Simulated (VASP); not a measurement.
# LiCl (Fm-3m) in VASP: single point with r2SCAN

Aim: the single point of LiCl with r2SCAN.

Everything below comes from runs of VASP 6.6.1. Logs are shortened: lines on timing, memory, paths and dates and some standing lists are left out, and cuts for length are marked.

## 1. The cell of the first run

Symmetry: Fm-3m, No. 225, cubic system. The conventional cell has a = 5.130 Å, b = 5.130 Å, c = 5.130 Å, α = 90.00°, β = 90.00°, γ = 90.00°. Li (site symmetry m-3m) has 6 Cl at 2.56 Å within 3.4 Å. Within 3.4 Å of Cl (site symmetry m-3m) lie 6 Li at 2.56 Å.

## 2. Single point, r2SCAN

POSCAR reads:

```
LiCl
1.0
    3.6271330000      0.0000000000      0.0000000000
    1.8135665000      3.1411893209      0.0000000000
    1.8135665000      1.0470631070      2.9615416931
Li Cl
1 1
Direct
    0.0000000000      0.0000000000      0.0000000000
    0.5000000000      0.5000000000      0.5000000000
```

INCAR.step1 reads:

```
SYSTEM = LiCl
  PREC = Accurate
  ENCUT = 520
  ISMEAR = 0
  SIGMA = 0.01
  LREAL = .FALSE.
  LASPH = .TRUE.
  NELM = 60
  NBANDS = 12
  GGA = PE
  ALGO = Normal
  EDIFF = 1E-4
  LWAVE = .TRUE.
  LCHARG = .FALSE.
```

INCAR.step2 reads:

```
SYSTEM = LiCl
  PREC = Accurate
  ENCUT = 520
  EDIFF = 1E-6
  ISMEAR = 0
  SIGMA = 0.01
  LREAL = .FALSE.
  LASPH = .TRUE.
  NELM = 60
  ALGO = Normal
  ISIF = 2
  LWAVE = .FALSE.
  LCHARG = .FALSE.
  METAGGA = R2SCAN
  LMIXTAU = .TRUE.
  NBANDS = 12
  ISTART = 1
```

KPOINTS reads:

```
Automatic mesh
0
G
  5 5 5
  0 0 0
```

Potentials or basis: VASP PAW PBE potentials, release 64 (Li_sv, Cl).

Started as:

```
> cat potpaw_PBE.64/Li_sv/POTCAR potpaw_PBE.64/Cl/POTCAR > POTCAR
> cp INCAR.step1 INCAR
> mpirun -np 1 vasp_std > vasp.out
> cp INCAR.step2 INCAR
> mpirun -np 1 vasp_std > vasp.out
```

OUTCAR:

```text
SYSTEM = LiCl
   PREC = Accurate
   ENCUT = 520
   EDIFF = 1E-6
   ISMEAR = 0
   LREAL = .FALSE.
   LASPH = .TRUE.
   NELM = 60
   ISIF = 2
   METAGGA = R2SCAN
   ISTART = 1

 ion  position               nearest neighbor table
   1  0.000  0.000  0.000-   2 2.56   2 2.56   2 2.56   2 2.56   2 2.56   2 2.56
   2  0.500  0.500  0.500-   1 2.56   1 2.56   1 2.56   1 2.56   1 2.56   1 2.56

  LATTYP: Found a face centered cubic cell.
 ALAT       =     5.1295406811

  Lattice vectors:

 A1 = (   3.6271330000,   0.0000000000,   0.0000000000)
 A2 = (   1.8135665000,   3.1411893209,   0.0000000000)
 A3 = (   1.8135665000,   1.0470631070,   2.9615416931)

Analysis of symmetry for initial positions (statically):
=====================================================================
 Subroutine PRICEL returns:
 Original cell was already a primitive cell.

 Routine SETGRP: Setting up the symmetry group for a
 face centered cubic supercell.

 Subroutine GETGRP returns: Found 48 space group operations
 (whereof 48 operations were pure point group operations)
 out of a pool of 48 trial point group operations.

The static configuration has the point symmetry O_h .

Analysis of symmetry for dynamics (positions and initial velocities):
=====================================================================
 Subroutine PRICEL returns:
 Original cell was already a primitive cell.

 Routine SETGRP: Setting up the symmetry group for a
 face centered cubic supercell.

 Subroutine GETGRP returns: Found 48 space group operations
 (whereof 48 operations were pure point group operations)
 out of a pool of 48 trial point group operations.

The dynamic configuration has the point symmetry O_h .

 Subroutine INISYM returns: Found 48 space group operations
 (whereof 48 operations are pure point group operations),
 and found     1 'primitive' translations

----------------------------------------------------------------------------------------

                                     Primitive cell

  volume of cell :      33.7424

  direct lattice vectors                    reciprocal lattice vectors
     3.627133000  0.000000000  0.000000000     0.275699843 -0.159175379 -0.112553990
     1.813566500  3.141189321  0.000000000     0.000000000  0.318350758 -0.112553990
     1.813566500  1.047063107  2.961541693     0.000000000  0.000000000  0.337661969

  length of vectors
     3.627133000  3.627133000  3.627133000     0.337661969  0.337661969  0.337661969

  position of ions in fractional coordinates (direct lattice)
     0.000000000  0.000000000  0.000000000
     0.500000000  0.500000000  0.500000000

  ion indices of the primitive-cell ions
   primitive index   ion index
                 1           1
                 2           2

----------------------------------------------------------------------------------------

 KPOINTS: Automatic mesh

Automatic generation of k-mesh.
 Grid dimensions read from file:
 generate k-points for:    5    5    5

 Generating k-lattice:

  Cartesian coordinates                     Fractional coordinates (reciprocal lattice)
     0.055139969 -0.031835076 -0.022510798     0.200000000  0.000000000  0.000000000
     0.000000000  0.063670152 -0.022510798     0.000000000  0.200000000 -0.000000000
     0.000000000  0.000000000  0.067532394     0.000000000  0.000000000  0.200000000

  Length of vectors
     0.067532394  0.067532394  0.067532394

  Shift w.r.t. Gamma in fractional coordinates (k-lattice)
     0.000000000  0.000000000  0.000000000

 Subroutine IBZKPT returns following result:
 ===========================================

 Found     10 irreducible k-points:

 Following reciprocal coordinates:
            Coordinates               Weight
  0.000000  0.000000  0.000000      1.000000
  0.200000  0.000000  0.000000      8.000000
  0.400000 -0.000000 -0.000000      8.000000
  0.200000  0.200000  0.000000      6.000000
  0.400000  0.200000 -0.000000     24.000000
 -0.400000  0.200000  0.000000     24.000000
 -0.200000  0.200000 -0.000000     12.000000
  0.400000  0.400000 -0.000000      6.000000
 -0.400000  0.400000  0.000000     12.000000
 -0.400000  0.400000  0.200000     24.000000
   k-points           NKPTS =     10   k-points in BZ     NKDIM =     10   number of bands    NBANDS=     12
   number of dos      NEDOS =    301   number of ions     NIONS =      2
   total plane-waves  NPLWV =  21952
   dimension x,y,z NGX =    28 NGY =   28 NGZ =   28
   dimension x,y,z NGXF=    56 NGYF=   56 NGZF=   56
   ions per type =               1   1
   NGX,Y,Z   is equivalent  to a cutoff of  12.83, 12.83, 12.83 a.u.
   NGXF,Y,Z  is equivalent  to a cutoff of  25.67, 25.67, 25.67 a.u.
 SYSTEM =  LiCl
   PREC   = accura    normal or accurate (medium, high low for compatibility)
   ISTART =      1    job   : 0-new  1-cont  2-samecut
   ICHARG =      0    charge: 1-file 2-atom 10-const
   ISPIN  =      1    spin polarized calculation?
   LNONCOLLINEAR =      F non collinear calculations
   LSORBIT =      F    spin-orbit coupling
   LASPH  =      T    aspherical Exc in radial PAW
   ENCUT  =  520.0 eV  38.22 Ry    6.18 a.u.   6.74  6.74  6.74*2*pi/ulx,y,z
   NELM   =     60;   NELMIN=  2; NELMDL=  0     # of ELM steps
   EDIFF  = 0.1E-05   stopping-criterion for ELM
   LREAL  =      F    real-space projection
   EDIFFG = 0.1E-04   stopping-criterion for IOM
   NSW    =      0    number of steps for IOM
   IBRION =     -1    ionic relax: 0-MD 1-quasi-New 2-CG
   NFREE  =      0    steps in history (QN), initial steepest desc. (CG)
   ISIF   =      2    stress and relaxation
   ISYM   =      2    0-nonsym 1-usesym 2-fastsym
   POTIM  = 0.5000    time-step for ionic-motion
   TEBEG  =    0.0;   TEEND  =   0.0 temperature during run
   PSTRESS=    0.0 pullay stress
   NELECT =      10.0000    total number of electrons
   NUPDOWN=      -1.0000    fix difference up-down
   EMIN   =  10.00;   EMAX   =-10.00  energy-range for DOS
   EFERMI =   0.00;   METHOD = LEGACY
   ISMEAR =     0;   SIGMA  =   0.01  broadening in eV -4-tet -1-fermi 0-gaus
   EFERMI_NEDOS =   21; number of points for ismear=-14 and -15
   IALGO  =     38    algorithm
   IMIX   =      4    mixing-type and parameters
     AMIX     =   0.40;   BMIX     =  1.00
     AMIX_MAG =   1.60;   BMIX_MAG =  1.00
  volume/ion in A,a.u.               =      16.87       113.85
  Fermi-wavevector in a.u.,A,eV,Ry     =   1.091481  2.062601 16.209052  1.191332
  Thomas-Fermi vector in A             =   2.227728
   LORBIT       =      0    0 simple, 1 ext, 2 COOP (PROOUT), +10 PAW based schemes
   METAGGA = R2SCAN    functional components
   LHFCALC =     F    Hartree Fock is set to
   AEXX    =    0.0000 exact exchange contribution
   IVDW    =     0    specifies the selected vdW correction
   LEPSILON=     F    determine dielectric tensor
   LRPA    =     F    only Hartree local field effects (RPA)
 non-spin polarized calculation
 Gauss-broadening in eV      SIGMA  =   0.01
  energy-cutoff  :      520.00
  volume of cell :       33.74
 maximum number of plane-waves:       922
   NGX = 13   NGY = 13   NGZ = 13

 number of electron      10.0000005 magnetization

 Free energy of the ion-electron system (eV)
  ---------------------------------------------------
  ext. energy  EPLUGINS =         0.00000000
  ---------------------------------------------------
  free energy    TOTEN  =       -12.58604168 eV

  energy without entropy =      -12.58604168  energy(sigma->0) =      -12.58604168

 E-fermi :   0.2373     XC(G=0):  -9.1629

 val. band max:        0.1896535019   @ k =   0.0000   0.0000   0.0000
 cond. band min:       7.4845552980   @ k =   0.0000   0.0000   0.0000
 fundamental gap:      7.2949017961
 Fermi energy:         0.2372920336

 k-point     1 :       0.0000    0.0000    0.0000
  band No.  band energies     occupation
      1     -44.6271      2.00000
      2     -13.7941      2.00000
      3       0.1896      2.00000
      4       0.1896      2.00000
      5       0.1897      2.00000
      6       7.4846      0.00000
      7      12.8517      0.00000
      8      12.8517      0.00000
      9      12.8517      0.00000
     10      15.5701      0.00000
     11      15.5701      0.00000
     12      16.0475      0.00000

 k-point     2 :       0.2000    0.0000    0.0000
  band No.  band energies     occupation
      1     -44.6263      2.00000
      2     -13.6075      2.00000
      3      -0.9526      2.00000
      4       0.0887      2.00000
      5       0.0887      2.00000
      6       8.2595      0.00000
      7      11.8631      0.00000
      8      12.2142      0.00000
      9      12.2146      0.00000
     10      14.4401      0.00000
     11      14.4401      0.00000
     12      16.7965      0.00000

 k-point     3 :       0.4000   -0.0000   -0.0000
  band No.  band energies     occupation
      1     -44.6248      2.00000
      2     -13.2733      2.00000
      3      -2.4249      2.00000
      4      -0.0601      2.00000
      5      -0.0601      2.00000
      6       7.8608      0.00000
      7      10.7044      0.00000
      8      10.7048      0.00000
      9      13.7548      0.00000
     10      17.1839      0.00000
     11      17.1839      0.00000
     12      17.8274      0.00000
[... 76 lines left out ...]
 k-point     9 :      -0.4000    0.4000    0.0000
  band No.  band energies     occupation
      1     -44.6239      2.00000
      2     -12.9748      2.00000
      3      -2.4719      2.00000
      4      -1.4256      2.00000
      5      -0.7519      2.00000
      6       9.0516      0.00000
      7      10.4047      0.00000
      8      12.9492      0.00000
      9      13.4907      0.00000
     10      15.3366      0.00000
     11      18.5608      0.00000
     12      20.1205      0.00000

 k-point    10 :      -0.4000    0.4000    0.2000
  band No.  band energies     occupation
      1     -44.6239      2.00000
      2     -13.0306      2.00000
      3      -2.1631      2.00000
      4      -1.5596      2.00000
      5      -0.6873      2.00000
      6      10.3210      0.00000
      7      10.6785      0.00000
      8      10.8166      0.00000
      9      12.9255      0.00000
     10      16.1828      0.00000
     11      17.8025      0.00000
     12      20.0211      0.00000

------------------------ aborting loop because EDIFF is reached ----------------------------------------

  FORCE on cell =-STRESS in cart. coord.  units (eV):
  Direction    XX          YY          ZZ          XY          YZ          ZX
  --------------------------------------------------------------------------------------
  -------------------------------------------------------------------------------------
  Total       -0.1776590     -0.1776590     -0.1776590      0.0000000     -0.0000000     -0.0000000
  in kB       -8.4357228     -8.4357228     -8.4357228      0.0000000     -0.0000000     -0.0000000
  external PRESSURE =      -8.4357228 kB  Pullay stress =       0.0000000 kB

 VOLUME and BASIS-vectors are now :
 -----------------------------------------------------------------------------
  energy-cutoff  :      520.00
  volume of cell :       33.74
      direct lattice vectors                 reciprocal lattice vectors
     3.627133000  0.000000000  0.000000000     0.275699843 -0.159175379 -0.112553990
     1.813566500  3.141189321  0.000000000     0.000000000  0.318350758 -0.112553990
     1.813566500  1.047063107  2.961541693     0.000000000  0.000000000  0.337661969

 POSITION                                       TOTAL-FORCE (eV/Angst)
 -----------------------------------------------------------------------------------
      0.00000      0.00000      0.00000         0.000000     -0.000000      0.000000
      3.62713      2.09413      1.48077        -0.000000      0.000000      0.000000
 -----------------------------------------------------------------------------------
    total drift:                                0.000000      0.000000      0.000000

  FREE ENERGIE OF THE ION-ELECTRON SYSTEM (eV)
  ---------------------------------------------------
  free  energy   TOTEN  =       -12.5860416750 eV

  energy  without entropy=      -12.5860416750  energy(sigma->0) =      -12.58604168
```

It took 12 s on 1 thread of Intel Xeon 6975P-C (Granite Rapids), shared host; peak memory 0.15 GiB.

What came out:

| Quantity | Value |
| --- | --- |
| Free energy | -12.5860 eV |
| Band gap on the k mesh | 7.29 eV, direct |

Caveat: the k points lie up to 0.42 Å⁻¹ apart; the cutoff is under 1.25 times the usual one of these potentials, so pressure, stress and relaxed cells hold a basis-set (Pulay) error; the PAW data sets were made with another functional, which shifts forces and pressure a little. A k mesh can miss the band edges.
